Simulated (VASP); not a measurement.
# Al2Cu (P-3m1) in VASP: further runs

The runs below take Al2Cu through single point, relaxation of cell and atoms, with PBE.

Everything below comes from runs of VASP 6.6.1. Logs are shortened: lines on timing, memory, paths and dates and some standing lists are left out, and cuts for length are marked.

### Step 1. The cell of the first run

The structure is trigonal, space group P-3m1 (No. 164). Conventional cell: a = 2.748 Å, b = 2.748 Å, c = 6.731 Å, α = 90.00°, β = 90.00°, γ = 120.00°. Within 3.6 Å of Al (site symmetry 3m) lie 3 Cu at 2.75 Å and 9 Al at 2.75 Å. Cu (site symmetry -3m) has 6 Al at 2.75 Å and 6 Cu at 2.75 Å within 3.6 Å.

### Step 2. Single point, PBE

Contents of INCAR:

```
  PREC = Accurate
  ENCUT = 520
  EDIFF = 1E-6
  ISMEAR = 0
  SIGMA = 0.1
  LREAL = False
  LASPH = True
  NELM = 60
  ALGO = Fast
  ISIF = 2
  LWAVE = False
  LCHARG = True
  GGA = PE
  LELF = True
  LVHAR = True
  NBANDS = 16
```

Contents of KPOINTS:

```
Automatic mesh
0
Gamma
  6 6 4
```

Contents of POSCAR:

```
Al2Cu
1.0
    2.7479162200      0.0000000000      0.0000000000
   -1.3739581100      2.3797652500      0.0000000000
    0.0000000000      0.0000000000      6.7309926000
Al Cu
2 1
Direct
    0.3333333300      0.6666666700      0.1666666700
    0.6666666700      0.3333333300      0.8333333300
    0.0000000000      0.0000000000      0.5000000000
```

Potentials or basis: VASP PAW PBE potentials, release 64 (Al, Cu).

Started as:

```
$ cat potpaw_PBE.64/Al/POTCAR potpaw_PBE.64/Cu/POTCAR > POTCAR
$ mpirun -np 1 vasp_std > vasp.out
```

OUTCAR:

```text
PREC = Accurate
   ENCUT = 520
   EDIFF = 1E-6
   ISMEAR = 0
   LREAL = False
   LASPH = True
   NELM = 60
   ISIF = 2
   GGA = PE

 ion  position               nearest neighbor table
   1  0.333  0.667  0.167-   3 2.75   3 2.75   3 2.75   2 2.75   2 2.75   2 2.75
   2  0.667  0.333  0.833-   3 2.75   3 2.75   3 2.75   1 2.75   1 2.75   1 2.75
   3  0.000  0.000  0.500-   1 2.75   2 2.75   1 2.75   2 2.75   2 2.75   1 2.75

  LATTYP: Found a hexagonal cell.
 ALAT       =     2.7479162200
 C/A-ratio  =     2.4494897446

  Lattice vectors:

 A1 = (   2.7479162200,   0.0000000000,   0.0000000000)
 A2 = (  -1.3739581100,   2.3797652500,   0.0000000000)
 A3 = (   0.0000000000,   0.0000000000,   6.7309926000)

Analysis of symmetry for initial positions (statically):
=====================================================================
 Subroutine PRICEL returns:
 Original cell was already a primitive cell.

 Routine SETGRP: Setting up the symmetry group for a
 hexagonal supercell.

 Subroutine GETGRP returns: Found 12 space group operations
 (whereof 12 operations were pure point group operations)
 out of a pool of 24 trial point group operations.

The static configuration has the point symmetry D_3d.

Analysis of symmetry for dynamics (positions and initial velocities):
=====================================================================
 Subroutine PRICEL returns:
 Original cell was already a primitive cell.

 Routine SETGRP: Setting up the symmetry group for a
 hexagonal supercell.

 Subroutine GETGRP returns: Found 12 space group operations
 (whereof 12 operations were pure point group operations)
 out of a pool of 24 trial point group operations.

The dynamic configuration has the point symmetry D_3d.

 Subroutine INISYM returns: Found 12 space group operations
 (whereof 12 operations are pure point group operations),
 and found     1 'primitive' translations

----------------------------------------------------------------------------------------

                                     Primitive cell

  volume of cell :      44.0166

  direct lattice vectors                    reciprocal lattice vectors
     2.747916220  0.000000000  0.000000000     0.363912114  0.210104757  0.000000000
    -1.373958110  2.379765250  0.000000000     0.000000000  0.420209514  0.000000000
     0.000000000  0.000000000  6.730992600     0.000000000  0.000000000  0.148566498

  length of vectors
     2.747916220  2.747916217  6.730992600     0.420209514  0.420209514  0.148566498

  position of ions in fractional coordinates (direct lattice)
     0.333333330  0.666666670  0.166666670
     0.666666670  0.333333330  0.833333330
     0.000000000  0.000000000  0.500000000

  ion indices of the primitive-cell ions
   primitive index   ion index
                 1           1
                 2           2
                 3           3

----------------------------------------------------------------------------------------

 KPOINTS: Automatic mesh

Automatic generation of k-mesh.
 Grid dimensions read from file:
 generate k-points for:    6    6    4

 Generating k-lattice:

  Cartesian coordinates                     Fractional coordinates (reciprocal lattice)
     0.060652019  0.035017460  0.000000000     0.166666667  0.000000000  0.000000000
     0.000000000  0.070034919  0.000000000     0.000000000  0.166666667  0.000000000
     0.000000000  0.000000000  0.037141625     0.000000000  0.000000000  0.250000000

  Length of vectors
     0.070034919  0.070034919  0.037141625

  Shift w.r.t. Gamma in fractional coordinates (k-lattice)
     0.000000000  0.000000000  0.000000000

 Subroutine IBZKPT returns following result:
 ===========================================

 Found     24 irreducible k-points:

 Following reciprocal coordinates:
            Coordinates               Weight
  0.000000  0.000000  0.000000      1.000000
  0.166667  0.000000  0.000000      6.000000
  0.333333  0.000000  0.000000      6.000000
  0.500000  0.000000  0.000000      3.000000
  0.166667  0.166667  0.000000      6.000000
  0.333333  0.166667  0.000000     12.000000
[... 16 lines left out ...]
  0.333333  0.166667  0.500000     12.000000
  0.333333  0.333333  0.500000      2.000000
   k-points           NKPTS =     24   k-points in BZ     NKDIM =     24   number of bands    NBANDS=     16
   number of dos      NEDOS =    301   number of ions     NIONS =      3
   total plane-waves  NPLWV =  20000
   dimension x,y,z NGX =    20 NGY =   20 NGZ =   50
   dimension x,y,z NGXF=    40 NGYF=   40 NGZF=  100
   ions per type =               2   1
   NGX,Y,Z   is equivalent  to a cutoff of  12.10, 12.10, 12.35 a.u.
   NGXF,Y,Z  is equivalent  to a cutoff of  24.20, 24.20, 24.70 a.u.
 SYSTEM =  unknown system
   PREC   = accura    normal or accurate (medium, high low for compatibility)
   ISTART =      0    job   : 0-new  1-cont  2-samecut
   ICHARG =      2    charge: 1-file 2-atom 10-const
   ISPIN  =      1    spin polarized calculation?
   LNONCOLLINEAR =      F non collinear calculations
   LSORBIT =      F    spin-orbit coupling
   LASPH  =      T    aspherical Exc in radial PAW
   ENCUT  =  520.0 eV  38.22 Ry    6.18 a.u.   5.11  5.11 12.52*2*pi/ulx,y,z
   NELM   =     60;   NELMIN=  2; NELMDL= -5     # of ELM steps
   EDIFF  = 0.1E-05   stopping-criterion for ELM
   LREAL  =      F    real-space projection
   EDIFFG = 0.1E-04   stopping-criterion for IOM
   NSW    =      0    number of steps for IOM
   IBRION =     -1    ionic relax: 0-MD 1-quasi-New 2-CG
   NFREE  =      0    steps in history (QN), initial steepest desc. (CG)
   ISIF   =      2    stress and relaxation
   ISYM   =      2    0-nonsym 1-usesym 2-fastsym
   POTIM  = 0.5000    time-step for ionic-motion
   TEBEG  =    0.0;   TEEND  =   0.0 temperature during run
   PSTRESS=    0.0 pullay stress
   NELECT =      17.0000    total number of electrons
   NUPDOWN=      -1.0000    fix difference up-down
   EMIN   =  10.00;   EMAX   =-10.00  energy-range for DOS
   EFERMI =   0.00;   METHOD = LEGACY
   ISMEAR =     0;   SIGMA  =   0.10  broadening in eV -4-tet -1-fermi 0-gaus
   EFERMI_NEDOS =   21; number of points for ismear=-14 and -15
   IALGO  =     68    algorithm
   IMIX   =      4    mixing-type and parameters
     AMIX     =   0.40;   BMIX     =  1.00
     AMIX_MAG =   1.60;   BMIX_MAG =  1.00
  volume/ion in A,a.u.               =      14.67        99.01
  Fermi-wavevector in a.u.,A,eV,Ry     =   1.192209  2.252947 19.338793  1.421361
  Thomas-Fermi vector in A             =   2.328252
   LORBIT       =      0    0 simple, 1 ext, 2 COOP (PROOUT), +10 PAW based schemes
   GGA     = PE    functional components
   LHFCALC =     F    Hartree Fock is set to
   AEXX    =    0.0000 exact exchange contribution
   IVDW    =     0    specifies the selected vdW correction
   LEPSILON=     F    determine dielectric tensor
   LRPA    =     F    only Hartree local field effects (RPA)
 non-spin polarized calculation
 RMM-DIIS sequential band-by-band and
 Gauss-broadening in eV      SIGMA  =   0.10
  energy-cutoff  :      520.00
  volume of cell :       44.02
 maximum number of plane-waves:      1213
   NGX = 11   NGY = 11   NGZ = 25

 number of electron      16.9999994 magnetization

 Free energy of the ion-electron system (eV)
  ---------------------------------------------------
  ext. energy  EPLUGINS =         0.00000000
  ---------------------------------------------------
  free energy    TOTEN  =       -11.36634106 eV

  energy without entropy =      -11.36131625  energy(sigma->0) =      -11.36382866

 E-fermi :   8.0669     XC(G=0): -10.9402

 val. band max:        8.0573111189   @ k =   0.3333   0.3333   0.5000
 cond. band min:       8.0990433971   @ k =   0.3333   0.0000   0.5000
 fundamental gap:      0.0417322783
 Fermi energy:         8.0669087396

 k-point     1 :       0.0000    0.0000    0.0000
  band No.  band energies     occupation
      1      -3.1362      2.00000
      2       0.1649      2.00000
      3       1.1258      2.00000
      4       4.3516      2.00000
      5       5.0613      2.00000
      6       5.0613      2.00000
[... 8 lines left out ...]
     15      23.2008      0.00000
     16      23.3476      0.00000

 k-point     2 :       0.1667    0.0000    0.0000
  band No.  band energies     occupation
      1      -2.4132      2.00000
      2       0.8155      2.00000
      3       1.8620      2.00000
      4       4.5232      2.00000
      5       4.9263      2.00000
      6       5.2684      2.00000
[... 8 lines left out ...]
     15      19.9357      0.00000
     16      20.5148      0.00000

 k-point     3 :       0.3333    0.0000    0.0000
  band No.  band energies     occupation
      1      -0.2842      2.00000
      2       2.5682      2.00000
      3       3.6778      2.00000
      4       4.7525      2.00000
      5       5.0631      2.00000
      6       5.1799      2.00000
[... 8 lines left out ...]
     15      17.5134      0.00000
     16      18.8958      0.00000

 k-point     4 :       0.5000    0.0000    0.0000
  band No.  band energies     occupation
      1       2.7915      2.00000
      2       3.3036      2.00000
      3       3.7380      2.00000
      4       4.2037      2.00000
      5       5.2591      2.00000
      6       5.4635      2.00000
[... 8 lines left out ...]
     15      16.1853      0.00000
     16      17.6111      0.00000
[... 324 lines left out ...]
 k-point    22 :       0.1667    0.1667    0.5000
  band No.  band energies     occupation
      1      -0.7262      2.00000
      2       0.8949      2.00000
      3       4.3702      2.00000
      4       4.5073      2.00000
      5       4.7284      2.00000
      6       5.2565      2.00000
[... 8 lines left out ...]
     15      18.9292      0.00000
     16      19.6952      0.00000

 k-point    23 :       0.3333    0.1667    0.5000
  band No.  band energies     occupation
      1       1.9823      2.00000
      2       3.3181      2.00000
      3       4.3196      2.00000
      4       4.5255      2.00000
      5       4.9650      2.00000
      6       5.0505      2.00000
[... 8 lines left out ...]
     15      15.1630      0.00000
     16      17.8452      0.00000

 k-point    24 :       0.3333    0.3333    0.5000
  band No.  band energies     occupation
      1       4.2801      2.00000
      2       4.2801      2.00000
      3       4.6414      2.00000
      4       4.6414      2.00000
      5       4.6490      2.00000
      6       5.3613      2.00000
[... 8 lines left out ...]
     15      14.4336      0.00000
     16      14.6895      0.00000

------------------------ aborting loop because EDIFF is reached ----------------------------------------

  FORCE on cell =-STRESS in cart. coord.  units (eV):
  Direction    XX          YY          ZZ          XY          YZ          ZX
  --------------------------------------------------------------------------------------
  -------------------------------------------------------------------------------------
  Total        0.4594875      0.4594875     -1.0064740      0.0000000      0.0000000      0.0000000
  in kB       16.7250543     16.7250542    -36.6350176      0.0000000      0.0000000      0.0000000
  external PRESSURE =      -1.0616364 kB  Pullay stress =       0.0000000 kB

 VOLUME and BASIS-vectors are now :
 -----------------------------------------------------------------------------
  energy-cutoff  :      520.00
  volume of cell :       44.02
      direct lattice vectors                 reciprocal lattice vectors
     2.747916220  0.000000000  0.000000000     0.363912114  0.210104757  0.000000000
    -1.373958110  2.379765250  0.000000000     0.000000000  0.420209514  0.000000000
     0.000000000  0.000000000  6.730992600     0.000000000  0.000000000  0.148566498

 POSITION                                       TOTAL-FORCE (eV/Angst)
 -----------------------------------------------------------------------------------
     -0.00000      1.58651      1.12183        -0.000000     -0.000000      1.080194
      1.37396      0.79326      5.60916         0.000000      0.000000     -1.080194
      0.00000      0.00000      3.36550         0.000000      0.000000     -0.000000
 -----------------------------------------------------------------------------------
    total drift:                                0.000000      0.000000     -0.000000

  FREE ENERGIE OF THE ION-ELECTRON SYSTEM (eV)
  ---------------------------------------------------
  free  energy   TOTEN  =       -11.3663410633 eV

  energy  without entropy=      -11.3613162530  energy(sigma->0) =      -11.36382866
```

It took 20 s on 1 thread of Intel Xeon Platinum 8488C (Sapphire Rapids), shared host; peak memory 0.14 GiB.

What came out:

```yaml
Free_energy: -11.3663 eV
Pressure: -0.1 GPa
Largest_force: 1.080 eV/Å
Band_gap_on_the_k_mesh: zero (an odd number of electrons rules out a gap without spin polarisation)
```

Forces in eV/Å, atoms in the order of the input:
```
Al   0.000  0.000  1.080
Al   0.000  0.000 -1.080
Cu   0.000  0.000  0.000
```

Stress tensor (GPa, compression positive):
```
 1.67  0.00  0.00
 0.00  1.67  0.00
 0.00  0.00 -3.66
```

Levels at points of the mesh, in eV from the Fermi level:
```tsv
k point	band 7	band 8	band 9	band 10	band 11	band 12
(0.00, 0.00, 0.00)	-2.61	-2.61	1.98	3.20	12.35	12.35
(0.50, 0.00, 0.00)	-2.09	-1.93	-0.69	0.16	1.27	6.95
(0.00, 0.00, 0.50)	-2.61	-2.61	-1.68	8.50	10.06	12.48
(0.50, 0.00, 0.50)	-2.69	-2.09	-0.89	2.43	3.23	3.70
```

Caveat: the k points lie up to 0.44 Å⁻¹ apart, too coarse for converged energies and pressures of a metal; forces of over 1 eV/Å act on the atoms, so gaps and moduli don't describe the material at rest.

### Step 3. Single point, PBE

This run uses another cell than the first one, of the same volume but with other edges.

Contents of INCAR:

```
  PREC = Accurate
  ENCUT = 520
  EDIFF = 1E-6
  ISMEAR = 0
  SIGMA = 0.1
  LREAL = False
  LASPH = True
  NELM = 100
  ALGO = Fast
  ISIF = 2
  LWAVE = False
  LCHARG = False
  GGA = PE
  NBANDS = 16
```

KPOINTS is that of step 2.

Contents of POSCAR:

```
Al2Cu
1.0
    2.8288531371      0.0000000000      0.0000000000
   -1.4144265685      2.4498586803      0.0000000000
    0.0000000000      0.0000000000      6.3500892945
Al Cu
2 1
Direct
    0.3333333333      0.6666666667      0.1842954763
    0.6666666667      0.3333333333      0.8157045237
    0.0000000000      0.0000000000      0.5000000000
```

Potentials or basis: VASP PAW PBE potentials, release 64 (Al, Cu).

Started as:

```
$ cat potpaw_PBE.64/Al/POTCAR potpaw_PBE.64/Cu/POTCAR > POTCAR
$ mpirun -np 1 vasp_std > vasp.out
```

It took 17 s on 1 thread of Intel Xeon Platinum 8488C (Sapphire Rapids), shared host; peak memory 0.17 GiB.

Results (log left out):

| Property | Result |
| --- | --- |
| Free energy | -11.5255 eV |
| Pressure | -0.1 GPa |
| Largest force | 0.015 eV/Å |
| Band gap on the k mesh | zero (an odd number of electrons rules out a gap without spin polarisation) |

Forces on the atoms (eV/Å):
```
Al   0.000  0.000 -0.015
Al   0.000  0.000  0.015
Cu   0.000  0.000  0.000
```

Stress tensor (GPa, compression positive):
```
-0.20  0.00  0.00
 0.00 -0.20  0.00
 0.00  0.00 -0.01
```

Levels at points of the mesh, in eV from the Fermi level:
```csv
k point,band 6,band 7,band 8,band 9,band 10,band 11
"(0.00, 0.00, 0.00)",-3.56,-3.26,-3.26,3.06,4.83,11.42
"(0.50, 0.00, 0.00)",-2.73,-2.71,-2.17,-1.01,0.24,0.80
"(0.00, 0.00, 0.50)",-3.26,-3.26,-3.26,-1.02,10.08,11.69
"(0.50, 0.00, 0.50)",-3.47,-3.18,-2.73,-1.36,2.59,3.66
```

Caveat: the k points lie up to 0.43 Å⁻¹ apart, too coarse for converged energies and pressures of a metal.

### Step 4. Relaxation of cell and atoms, PBE

Contents of INCAR:

```
SYSTEM = Al2Cu
PREC = Accurate
ENCUT = 600
EDIFF = 1E-6
ISMEAR = 0
SIGMA = 0.1
LREAL = .FALSE.
LASPH = .TRUE.
NELM = 80
ALGO = Fast
ISIF = 3
LWAVE = .FALSE.
LCHARG = .FALSE.
GGA = PE
IBRION = 2
NSW = 90
EDIFFG = -0.04
```

Contents of KPOINTS:

```
Automatic mesh
0
G
  6 6 4
  0 0 0
```

Contents of POSCAR:

```
Al2Cu
1.0
    2.7479162200      0.0000000000      0.0000000000
   -1.3739581100      2.3797652500      0.0000000000
    0.0000000000      0.0000000000      6.7309926000
Al Cu
2 1
Direct
    0.3333333300      0.6666666700      0.1666666700
    0.6666666700      0.3333333300      0.8333333300
    0.0000000000      0.0000000000      0.5000000000
```

Started as:

```
$ cat potpaw_PBE.64/Al/POTCAR potpaw_PBE.64/Cu/POTCAR > POTCAR
$ mpirun -np 1 vasp_std > vasp.out
```

It took 2.1 min on 1 thread of Intel Xeon Platinum 8488C (Sapphire Rapids), shared host; peak memory 0.18 GiB.

The run converged. Its results:

- Free energy: -11.5257 eV
- Relaxed volume: 14.69 Å³/atom
- Relaxed cell: a = 2.832 Å, b = 2.832 Å, c = 6.345 Å, α = 90.00°, β = 90.00°, γ = 120.00°
- Space group after relaxing (to 0.1 Å): P-3m1 (No. 164)
- Energy gained by relaxing: 53.1 meV/atom
- Ionic steps: 13
- Pressure after relaxing: 0.0 GPa
- Largest force after relaxing: 0.010 eV/Å
- Band gap on the k mesh: zero (an odd number of electrons rules out a gap without spin polarisation)

Forces in eV/Å, atoms in the order of the input:
```
Al   0.000  0.000  0.010
Al   0.000  0.000 -0.010
Cu   0.000  0.000  0.000
```

Stress tensor (GPa, compression positive):
```
-0.23  0.00  0.00
 0.00 -0.23  0.00
 0.00  0.00  0.37
```

Step by step:
```csv
step,energy change (eV),largest force (eV/Å),pressure (GPa),volume (Å³)
1,0.0000,1.0803,-0.46,44.02
2,-0.1033,0.5211,0.14,43.74
3,-0.1404,0.0831,0.94,43.50
4,-0.1434,0.0939,1.12,43.40
5,-0.1534,0.0090,-0.26,44.16
6,-0.1494,0.0629,-2.58,45.23
7,-0.1555,0.0168,-1.11,44.52
8,-0.1574,0.0312,-1.28,44.40
9,-0.1582,0.0267,-1.31,44.44
10,-0.1586,0.0022,0.54,43.82
11,-0.1592,0.0125,-0.30,44.13
12,-0.1592,0.0084,0.10,44.04
13,-0.1592,0.0100,-0.03,44.07
```

Final structure:
```
Al Cu
1.0
     2.83199    0.00000    0.00000
    -1.41600    2.45258    0.00000
     0.00000    0.00000    6.34543
Al Cu
2 1
Direct
  0.33333 0.66667 0.18390
  0.66667 0.33333 0.81610
  0.00000 0.00000 0.50000
```

Levels at points of the mesh, in eV from the Fermi level:
```csv
k point,band 6,band 7,band 8,band 9,band 10,band 11
"(0.00, 0.00, 0.00)",-3.55,-3.25,-3.25,3.11,4.86,11.39
"(0.50, 0.00, 0.00)",-2.72,-2.71,-2.15,-1.00,0.25,0.81
"(0.00, 0.00, 0.50)",-3.25,-3.25,-3.23,-0.99,10.12,11.65
"(0.50, 0.00, 0.50)",-3.46,-3.18,-2.72,-1.36,2.61,3.68
```

Caveat: the k points lie up to 0.43 Å⁻¹ apart in the final cell, too coarse for converged energies and pressures of a metal.

### Step 5. Overview

```tsv
task	cell	cutoff (eV)	gap on the mesh (eV)	pressure (GPa)	largest force (eV/Å)
single point	a = 2.748, b = 2.748, c = 6.731 Å, angles 90.0, 90.0, 120.0°, 3 atoms, atomic positions A	520	none	-0.1	1.08
single point	a = 2.829, b = 2.829, c = 6.350 Å, angles 90.0, 90.0, 120.0°, 3 atoms, atomic positions B	520	none	-0.1	0.02
relaxation of cell and atoms	relaxed from a = 2.748, b = 2.748, c = 6.731 Å, angles 90.0, 90.0, 120.0°, 3 atoms, atomic positions A	600	none	0.0	0.01
```

Alike in all rows: level PBE; potentials or basis VASP PAW PBE potentials, release 64 (Al, Cu); no spin polarisation; k mesh 6 × 6 × 4; smearing gaussian 0.1 eV.

Caveats: all runs use coarse meshes; forces of over 1 eV/Å act on the atoms, so gaps and moduli don't describe the material at rest (at least some runs).

Total energies depend on the potentials used, so only differences within one code and one set of settings carry meaning.
